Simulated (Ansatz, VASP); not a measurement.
One calculation of Be, two programs

The input INCAR:

```
SYSTEM = Be
  PREC = Accurate
  ENCUT = 520
  EDIFF = 1E-8
  ISMEAR = -1
  SIGMA = 0.05
  LREAL = .FALSE.
  LASPH = .TRUE.
  NELM = 60
  ALGO = Normal
  ISIF = 2
  LWAVE = .FALSE.
  LCHARG = .FALSE.
  GGA = PE
  LEFG = .TRUE.
  NBANDS = 9
```

KPOINTS

```
regular mesh
0
G
  20 20 11
  0 0 0
```

File POSCAR:

```
Be
1.0
    2.2995019849      0.0000000000      0.0000000000
   -1.1497509925      1.9914271350      0.0000000000
    0.0000000000      0.0000000000      3.6009000000
Be
2
Direct
    0.3333333333      0.6666666667      0.2500000000
    0.6666666667      0.3333333333      0.7500000000
```

Input for Ansatz:

```yaml
crystal:
  lattice:
    - [2.2995019849, 0.0, 0.0]
    - [-1.1497509925, 1.991427135, 0.0]
    - [0.0, 0.0, 3.6009]
  atoms:
    - { symbol: Be, position: [0.3333333333, 0.6666666667, 0.25] }
    - { symbol: Be, position: [0.6666666667, 0.3333333333, 0.75] }
kpoints:
  mp_grid: { grid: [20, 20, 11] }
  band_path:
    path:
      - [0.0, 0.0, 0.0]
      - [0.5, 0.0, 0.0]
      - [0.3333333333, 0.3333333333, 0.0]
      - [0.0, 0.0, 0.0]
      - [0.0, 0.0, 0.5]
      - [0.5, 0.0, 0.5]
      - [0.3333333333, 0.3333333333, 0.5]
      - [0.0, 0.0, 0.5]
      - [0.5, 0.0, 0.5]
    npoints: 8
scf:
  occupations: { method: fermi_dirac, width: 0.05 }
hamiltonian:
  xc: pbe
  pseudopotentials: { kind: all_electron, datasets: crystal }
output:
  forces: true
  stress: true
  eigenvalues: true
  efg: { contact_densities: true }
```

Alike in both runs: task electric field gradients; functional PBE; k mesh 20 × 20 × 11; occupations fermi-dirac, width 0.05 eV; no spin polarisation.

```csv
,VASP,Ansatz
version,VASP 6.6.1,Ansatz 0.2.0
potentials or method,"VASP PAW PBE potentials, release 64 (Be), cutoff 520 eV","all-electron PAW with datasets made for the crystal, scalar-relativistic"
```

|  | VASP | Ansatz | Ansatz less VASP |
| --- | --- | --- | --- |
| pressure (GPa) | -4.6 | -4.7 | -0.16 |
| traceless stress, the component that is largest in VASP (GPa) | -0.04 | -0.06 | -0.023 |
| size of Vzz on the site where it differs most (V/Å²) | 0.6 | 0.4 | -0.22 |

Ansatz ran all-electron here, and VASP with PAW potentials.
